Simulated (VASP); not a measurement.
Set up this calculation in VASP 6.6.1, as the native input.

```yaml
Task: single point
Functional: PBEsol
Potentials_or_basis: VASP PAW PBE potentials, release 64 (Al, Cu)
Cutoff: 520 eV
k_mesh: 2 × 2 × 2
Occupations: gaussian, width 0.15 eV
Spin: no spin polarisation
Dipole_correction: no
Further_INCAR_settings: LREAL = Auto; ALGO = Normal; EDIFF = 1e-06; NBANDS = 76
```

The structure of Al32Cu (a cell with a defect) lies in POSCAR:

```
Al32Cu
1.0
    8.1000000000      0.0000000000      0.0000000000
    0.0000000000      8.1000000000      0.0000000000
    0.0000000000      0.0000000000      8.1000000000
Al Cu
32 1
Direct
    0.5034665480     -0.0029644836     -0.0033416349
    0.7504297945      0.2502682122     -0.0096653007
    0.7504453315     -0.0095248434      0.2498322444
   -0.0032840146     -0.0032938632     -0.0036539743
    0.2497602036      0.2497722261     -0.0395619697
    0.5030964286      0.5030837121     -0.0029668303
    0.7501667493      0.7501600035     -0.0034277946
    0.2498358814     -0.0381440335      0.2500915548
    0.5399864205      0.2497602555      0.2501428791
    0.7504261989      0.5097070614      0.2498433417
    0.5036529667     -0.0031631253      0.5032477079
    0.7504419686      0.2502791796      0.5095584327
    0.7501888531     -0.0029219043      0.7498955081
   -0.0029712285      0.5034704224     -0.0033579461
    0.2502803549      0.7504106794     -0.0096644747
   -0.0381007825      0.2498475794      0.2500899844
    0.2497491077      0.5399432254      0.2501421280
    0.5097099005      0.7504069506      0.2498436168
   -0.0034375766     -0.0034470744      0.5035273102
    0.2498100307      0.2498201398      0.5385032883
    0.5033277028      0.5033152959      0.5029057000
    0.7501837853      0.7501762512      0.5030631104
    0.2502948348     -0.0095122937      0.7497481170
    0.5096919112      0.2502628173      0.7497584527
    0.7501603636      0.5035411859      0.7499114789
   -0.0095214341      0.7504258034      0.2498320576
   -0.0031680729      0.5036550367      0.5032625353
    0.2502917573      0.7504222585      0.5095579695
   -0.0095093648      0.2502824790      0.7497479187
    0.2502752044      0.5096882317      0.7497582888
    0.5035537211      0.7501531906      0.7499118864
   -0.0029065390      0.7501816374      0.7498951776
    0.2510207841      0.2509737463      0.2494340062
```

These files were run (other wordings do the same):

INCAR

```
PREC     = Accurate       # precision mode
ENCUT    = 520            # plane-wave cutoff, eV
EDIFF    = 1E-6           # SCF threshold, eV
ISMEAR   = 0              # smearing method
SIGMA    = 0.15           # smearing width, eV
LREAL    = Auto         
LASPH    = True           # aspherical terms in the spheres
NELM     = 80             # most SCF steps
ALGO     = Normal         # electronic algorithm
ISIF     = 2              # what is computed and relaxed
LWAVE    = False          # write WAVECAR
LCHARG   = False          # write CHGCAR
GGA      = PS             # functional
NBANDS   = 76             # bands
```

KPOINTS

```
regular mesh
0
Gamma
  2 2 2
```

Potentials or basis: VASP PAW PBE potentials, release 64 (Al, Cu).

The run is started by

```bash
$ cat potpaw_PBE.64/Al/POTCAR potpaw_PBE.64/Cu/POTCAR > POTCAR
$ mpirun -np 1 vasp_std > vasp.out
```

It gave:

- Pressure: 1.3 GPa
- Largest force: 0.034 eV/Å
- Band gap on the k mesh: zero (an odd number of electrons rules out a gap without spin polarisation)

Caveat: the k points lie up to 0.39 Å⁻¹ apart, too coarse for converged energies and pressures of a metal; the PAW data sets were made with another functional, which shifts forces and pressure a little.

Wall time 3.9 min on 1 thread of AMD EPYC 9R45 96-Core Processor (Zen 5), on a shared host, peak memory 0.55 GiB.
